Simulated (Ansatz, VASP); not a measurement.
## Two plane-wave programs on Si

```xyz
1
Lattice="-1.2868 1.2868 2.1295 1.2868 -1.2868 2.1295 1.2868 1.2868 -2.1295" Properties=species:S:1:pos:R:3 pbc="T T T"
Si    0.0000    0.0000    0.0000
```

Alike in both runs: functional r2SCAN; k mesh 8 × 8 × 8; occupations gaussian, width 0.1 eV; no spin polarisation.

Ansatz relaxed the structure, and its values are those at the end. VASP's run is a single point on that final structure, the one shown.

|  | VASP | Ansatz |
| --- | --- | --- |
| version | VASP 6.6.1 | Ansatz 0.2.0 |
| potentials or method | VASP PAW PBE potentials, release 64 (Si), cutoff 520 eV | scalar-relativistic, plane waves, PAW |
| valence electrons in the cell | 4 | 4 |

```csv
,VASP,Ansatz,Ansatz less VASP
gap on the k mesh at the Fermi level (eV),none,none,-
pressure (GPa),0.1,0.1,-0.06
```

VASP's potentials were made for PBE, not for r2SCAN. A gap of «none» marks a metal or a gap that the smearing closes. The functional is the same, so the differences come from potentials, cutoffs and numerics.

The k mesh is coarse, so the values compare programs but aren't converged.
